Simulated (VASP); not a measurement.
# ZrH (P4_2/mmc) in VASP: a series of runs, part 3 of 3

VASP 6.6.1. Earlier steps stand in the parts before.

### 7 The runs side by side

| task | cell | k mesh | cutoff (eV) | gap on the mesh (eV) | pressure (GPa) |
| --- | --- | --- | --- | --- | --- |
| single point | a = 3.118, b = 3.118, c = 4.925 Å, 4 atoms | 14 × 14 × 8 | 520 | none | 8.1 |
| single point | a = 3.160, b = 3.160, c = 4.967 Å, 4 atoms | 14 × 14 × 8 | 520 | none | 3.1 |
| single point | a = 2.959, b = 2.959, c = 4.844 Å, 4 atoms | 14 × 14 × 10 | 520 | none | 30.1 |
| single point | a = 3.222, b = 3.222, c = 5.021 Å, 4 atoms | 14 × 14 × 8 | 520 | none | -3.0 |
| relaxation of cell and atoms | relaxed to 15 GPa from a = 3.072, b = 3.072, c = 4.852 Å, 4 atoms | 14 × 14 × 8 | 600 | none | 15.0 |

Alike in all rows: level PBEsol; potentials or basis VASP PAW PBE potentials, release 64 (Zr_sv, H); no spin polarisation; smearing gaussian 0.1 eV.

Caveats: the PAW data sets were made with another functional, which shifts forces and pressure a little; the cell stands under pressure (at least some runs); the cell is relaxed towards a set pressure, so the run minimises the enthalpy, not the energy (at least some runs).

Total energies depend on the potentials used, so only differences within one code and one set of settings carry meaning.
